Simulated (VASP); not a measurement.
Write the native input for VASP 6.6.1 that does the following.

```yaml
Task: single point
Functional: PBE
Potentials_or_basis: VASP PAW PBE potentials, release 64 (Al, Ga_d, P)
Cutoff: 520 eV
k_mesh: 6 × 6 × 2
Occupations: gaussian, width 0.1 eV
Spin: no spin polarisation
Dipole_correction: no
Further_INCAR_settings: ALGO = Normal; EDIFF = 1e-06; NBANDS = 26
```

The structure of Al2GaP3 lies in POSCAR:

```
Al2GaP3
1.0
    3.2248059400      0.0000000000      0.0000000000
    0.0000000000      3.2248059400      0.0000000000
    0.0000000000      0.0000000000      9.8841352700
Al Ga P
2 1 3
Direct
    0.0000000000      0.0000000000      0.3392778000
    0.0000000000      0.0000000000      0.6607222000
    0.0000000000      0.0000000000      0.0000000000
    0.5000000000      0.5000000000      0.1817286000
    0.5000000000      0.5000000000      0.5000000000
    0.5000000000      0.5000000000      0.8182714000
```

The input as run:

INCAR

```
SYSTEM = Al2GaP3
PREC = Accurate ; ENCUT = 520
EDIFF = 1E-6 ; ISMEAR = 0
SIGMA = 0.1 ; LREAL = .FALSE.
LASPH = .TRUE. ; NELM = 100
ALGO = Normal ; ISIF = 2
LWAVE = .FALSE. ; LCHARG = .TRUE.
GGA = PE ; LELF = .TRUE.
LVHAR = .TRUE. ; NBANDS = 26
```

KPOINTS

```
regular mesh
0
G
  6 6 2
  0 0 0
```

Potentials or basis: VASP PAW PBE potentials, release 64 (Al, Ga_d, P).

Launch:

```console
$ cat potpaw_PBE.64/Al/POTCAR potpaw_PBE.64/Ga_d/POTCAR potpaw_PBE.64/P/POTCAR > POTCAR
$ mpirun -np 1 vasp_std > vasp.out
```

Results of the run:

```
Pressure               : -6.0 GPa
Largest force          : 0.377 eV/Å
Band gap on the k mesh : zero (band 17 reaches 8.41 eV, above the bottom of band 18 at 5.35 eV)
```

Wall time 51 s on 1 thread of AMD EPYC 9R45 (Zen 5), with other jobs on the host, peak memory 0.19 GiB.
